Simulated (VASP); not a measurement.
# Sb in VASP: further runs, part 2 of 3

VASP 6.6.1.

## (4) Electric field gradients, PBE (equal xy, yz and zx shear strains of -2 %)

INCAR reads:

```
SYSTEM = Sb
PREC = Accurate
ENCUT = 520
EDIFF = 1E-8
ISMEAR = -1
SIGMA = 0.05
LREAL = .False.
LASPH = .True.
NELM = 100
ALGO = Normal
ISIF = 2
LWAVE = .False.
LCHARG = .False.
GGA = PE
LEFG = .True.
NBANDS = 12
```

KPOINTS reads:

```
Automatic mesh
0
Gamma
  9 9 9
  0 0 0
```

POSCAR reads:

```
Sb
1.0
    2.1007438352      1.1827036773      3.7100774999
   -2.2004568288      1.2257156839      3.7530895065
   -0.0126070064     -2.5207393611      3.7688329936
Sb
2
Direct
    0.2336400000      0.2336400000      0.2336400000
    0.7663600000      0.7663600000      0.7663600000
```

Potentials or basis: VASP PAW PBE potentials, release 64 (Sb).

Started as:

```sh
> cat potpaw_PBE.64/Sb/POTCAR > POTCAR
> mpirun -np 1 vasp_std > vasp.out
```

OUTCAR:

```text
SYSTEM = Sb
   PREC = Accurate
   ENCUT = 520
   EDIFF = 1E-8
   ISMEAR = -1
   LREAL = .False.
   LASPH = .True.
   NELM = 100
   ISIF = 2
   GGA = PE

 ion  position               nearest neighbor table
   1  0.234  0.234  0.234-   2 2.88   2 2.91   2 2.92   2 3.31   2 3.35   2 3.37
   2  0.766  0.766  0.766-   1 2.88   1 2.91   1 2.92   1 3.31   1 3.35   1 3.37

  LATTYP: Found a triclinic cell.
 ALAT       =     7.5145578927
 B/A-ratio  =     0.5773502692
 C/A-ratio  =     0.5887962869
 COS(alpha) =     0.0116469648
 COS(beta)  =     0.2721581568
 COS(gamma) =     0.8709151563

  Lattice vectors:

 A1 = (  -6.4890504864,   3.7894670516,   0.0272685195)
 A2 = (  -2.1878498224,   3.7464550450,  -0.0157434871)
 A3 = (  -2.1007438352,  -1.1827036773,  -3.7100774999)

Analysis of symmetry for initial positions (statically):
=====================================================================
 Subroutine PRICEL returns:
 Original cell was already a primitive cell.

 Routine SETGRP: Setting up the symmetry group for a
 triclinic supercell.

 Subroutine GETGRP returns: Found  2 space group operations
 (whereof  2 operations were pure point group operations)
 out of a pool of  2 trial point group operations.

The static configuration has the point symmetry S_2 .

Analysis of symmetry for dynamics (positions and initial velocities):
=====================================================================
 Subroutine PRICEL returns:
 Original cell was already a primitive cell.

 Routine SETGRP: Setting up the symmetry group for a
 triclinic supercell.

 Subroutine GETGRP returns: Found  2 space group operations
 (whereof  2 operations were pure point group operations)
 out of a pool of  2 trial point group operations.

The dynamic configuration has the point symmetry S_2 .

 Subroutine INISYM returns: Found  2 space group operations
 (whereof  2 operations are pure point group operations),
 and found     1 'primitive' translations

----------------------------------------------------------------------------------------

                                     Primitive cell

  volume of cell :      59.9673

  direct lattice vectors                    reciprocal lattice vectors
     2.100743835  1.182703677  3.710077500     0.234795821  0.137505526  0.092754352
    -2.200456829  1.225715684  3.753089506    -0.230284579  0.132807744  0.088056571
    -0.012607006 -2.520739361  3.768832994    -0.001812777 -0.267614806  0.086337063

  length of vectors
     4.424543785  4.519963500  4.534135860     0.287472115  0.280040789  0.281202878

  position of ions in fractional coordinates (direct lattice)
     0.233640000  0.233640000  0.233640000
     0.766360000  0.766360000  0.766360000

  ion indices of the primitive-cell ions
   primitive index   ion index
                 1           1
                 2           2

----------------------------------------------------------------------------------------

 KPOINTS: Automatic mesh

Automatic generation of k-mesh.
[... 79 lines left out ...]
   EMIN   =  10.00;   EMAX   =-10.00  energy-range for DOS
   EFERMI =   0.00;   METHOD = LEGACY
   ISMEAR =    -1;   SIGMA  =   0.05  broadening in eV -4-tet -1-fermi 0-gaus
   EFERMI_NEDOS =   21; number of points for ismear=-14 and -15
   IALGO  =     38    algorithm
   IMIX   =      4    mixing-type and parameters
     AMIX     =   0.40;   BMIX     =  1.00
     AMIX_MAG =   1.60;   BMIX_MAG =  1.00
  volume/ion in A,a.u.               =      29.98       202.34
  Fermi-wavevector in a.u.,A,eV,Ry     =   0.901094  1.702820 11.047519  0.811970
  Thomas-Fermi vector in A             =   2.024132
   LORBIT       =      0    0 simple, 1 ext, 2 COOP (PROOUT), +10 PAW based schemes
   GGA     = PE    functional components
   LHFCALC =     F    Hartree Fock is set to
   AEXX    =    0.0000 exact exchange contribution
   IVDW    =     0    specifies the selected vdW correction
   LEPSILON=     F    determine dielectric tensor
   LRPA    =     F    only Hartree local field effects (RPA)
 non-spin polarized calculation
  energy-cutoff  :      520.00
  volume of cell :       59.97
 maximum number of plane-waves:      1629
 NGX is ok and might be reduce to    36
   NGX = 17   NGY = 17   NGZ = 17

 number of electron      10.0000000 magnetization

 Free energy of the ion-electron system (eV)
  ---------------------------------------------------
  ext. energy  EPLUGINS =         0.00000000
  ---------------------------------------------------
  free energy    TOTEN  =        -8.24142254 eV

  energy without entropy =       -8.23948987  energy(sigma->0) =       -8.24045621

 E-fermi :   7.3664     XC(G=0):  -9.5625

 val. band max:        7.3662364985   @ k =   0.0000   0.0000   0.4444
 cond. band min:       7.4588572599   @ k =   0.0000   0.4444   0.0000
 fundamental gap:      0.0926207613
 Fermi energy:         7.3663714758

 k-point     1 :       0.0000    0.0000    0.0000
  band No.  band energies     occupation
      1      -5.4012      2.00000
      2       2.6217      2.00000
      3       5.2624      2.00000
      4       5.4256      2.00000
      5       5.7387      2.00000
      6       9.4393      0.00000
      7       9.9470      0.00000
      8      10.2365      0.00000
      9      12.3358      0.00000
     10      12.5188      0.00000
     11      12.6972      0.00000
     12      13.9482      0.00000
[... 331 lines left out ...]
 k-point    24 :       0.0000    0.3333    0.0000
  band No.  band energies     occupation
      1      -4.2093      2.00000
      2      -0.7245      2.00000
      3       5.4562      2.00000
      4       5.5124      2.00000
      5       6.6266      2.00000
      6       8.0784      0.00000
      7       8.1560      0.00000
      8       8.5304      0.00000
      9      13.0059      0.00000
     10      13.7380      0.00000
     11      14.4220      0.00000
     12      17.8144      0.00000

 [... further k-points ...]
[... 5 lines left out ...]
  --------------------------------------------------------------------------------------
  -------------------------------------------------------------------------------------
  Total        1.0189082      1.5272845      1.0801749      0.0515572      0.4778301      0.2215852
  in kB       27.2226844     40.8052287     28.8595781      1.3774807     12.7664286      5.9202022
  external PRESSURE =      32.2958304 kB  Pullay stress =       0.0000000 kB

 VOLUME and BASIS-vectors are now :
 -----------------------------------------------------------------------------
  energy-cutoff  :      520.00
  volume of cell :       59.97
      direct lattice vectors                 reciprocal lattice vectors
     2.100743835  1.182703677  3.710077500     0.234795821  0.137505526  0.092754352
    -2.200456829  1.225715684  3.753089506    -0.230284579  0.132807744  0.088056571
    -0.012607006 -2.520739361  3.768832994    -0.001812777 -0.267614806  0.086337063

 POSITION                                       TOTAL-FORCE (eV/Angst)
 -----------------------------------------------------------------------------------
     -0.02624     -0.02624      2.62424         0.054579      0.101032      0.246102
     -0.08608     -0.08608      8.60776        -0.054579     -0.101032     -0.246102
 -----------------------------------------------------------------------------------
    total drift:                                0.000000     -0.000000      0.000000

  FREE ENERGIE OF THE ION-ELECTRON SYSTEM (eV)
  ---------------------------------------------------
  free  energy   TOTEN  =        -8.2414225379 eV

  energy  without entropy=       -8.2394898749  energy(sigma->0) =       -8.24045621

 Electric field gradients (V/A^2)
---------------------------------------------------------------------
 ion       V_xx      V_yy      V_zz      V_xy      V_xz      V_yz
---------------------------------------------------------------------
   1      28.049    17.205   -45.254    -4.802    -9.354   -14.289
   2      28.049    17.205   -45.254    -4.802    -9.354   -14.289
---------------------------------------------------------------------

 Electric field gradients after diagonalization (V/A^2)
 (convention: |V_zz| > |V_xx| > |V_yy|)
----------------------------------------------------------------------
 ion       V_xx      V_yy      V_zz     asymmetry (V_yy - V_xx)/ V_zz
----------------------------------------------------------------------
   1      30.109    19.588   -49.698       0.212
   2      30.109    19.588   -49.698       0.212
----------------------------------------------------------------------

           NMR quadrupolar parameters

 Cq : quadrupolar parameter    Cq=e*Q*V_zz/h
 eta: asymmetry parameters     (V_yy - V_xx)/ V_zz
 Q  : nuclear electric quadrupole moment in mb (millibarn)
----------------------------------------------------------------------
 ion       Cq(MHz)       eta       Q (mb)
----------------------------------------------------------------------
   1      -0.120       0.212       1.000
   2      -0.120       0.212       1.000
----------------------------------------------------------------------
```

stdout:

```text
POSCAR found type information on POSCAR Sb
 POSCAR found :  1 types and       2 ions
 scaLAPACK will be used
 LDA part: xc-table for (Slater+PW92), standard interpolation
 POSCAR, INCAR and KPOINTS ok, starting setup
 FFT: planning ... GRIDC
 FFT: planning ... GRID_SOFT
 FFT: planning ... GRID
 WAVECAR not read
 entering main loop
ion   1
     0.0000576    -0.0213566     0.1311506     0.1039810     0.0396032    -0.0924321
     0.0000793    -0.0213566     0.1311506     0.1039810     0.0396032    -0.0924321
     0.0001092    -0.0213566     0.1311506     0.1039810     0.0396032    -0.0924321
     0.0001504    -0.0213566     0.1311506     0.1039810     0.0396032    -0.0924321

     0.0000576     4.3777156    13.1857433    35.8201251     8.5848699    -5.0442303
     0.0000793     4.3771787    13.1844028    35.8162756     8.5839535    -5.0437603
     0.0001092     4.3763245    13.1822791    35.8101750     8.5825010    -5.0430167
     0.0001504     4.3749713    13.1789289    35.8005482     8.5802082    -5.0418453

ion   2
     0.0000576    -0.0213566     0.1311506     0.1039810     0.0396032    -0.0924321
     0.0000793    -0.0213566     0.1311506     0.1039810     0.0396032    -0.0924321
     0.0001092    -0.0213566     0.1311506     0.1039810     0.0396032    -0.0924321
     0.0001504    -0.0213566     0.1311506     0.1039810     0.0396032    -0.0924321

     0.0000576     4.3777156    13.1857433    35.8201251     8.5848699    -5.0442303
     0.0000793     4.3771787    13.1844028    35.8162756     8.5839535    -5.0437603
     0.0001092     4.3763245    13.1822791    35.8101750     8.5825010    -5.0430167
     0.0001504     4.3749713    13.1789289    35.8005482     8.5802082    -5.0418453
```

Wall time 2.2 min (1 thread of Intel Xeon Platinum 8488C (Sapphire Rapids), shared host); peak memory 0.37 GiB.

What came out:

- Free energy: -8.2414 eV
- Pressure: 3.2 GPa
- Largest force: 0.272 eV/Å
- Band gap on the k mesh: zero (bands 5 and 6 overlap by 0.05 eV)
- Largest electric field gradient by atom: Sb -49.7 V/Å²

Forces in eV/Å, atoms in the order of the input:
```
Sb   0.055  0.101  0.246
Sb  -0.055 -0.101 -0.246
```

Electric field gradients, principal values (V/Å²):
```tsv
atom	least	middle	greatest (by size)
1 Sb	19.588	30.109	-49.698
2 Sb	19.588	30.109	-49.698
```

Caveat: the cell differs from its parent crystal (equal xy, yz and zx shear strains of -2 %); the cell stands under pressure; without QUAD_EFG the Cq values of the log hold for a quadrupole moment of 1 mb, not for the nuclei; spin-orbit coupling is left out, which moves the levels of the heavy elements.

(Part 2 of 3 ends here.)

The gap in the log of VASP goes by the Fermi energy; the results here count the filled bands.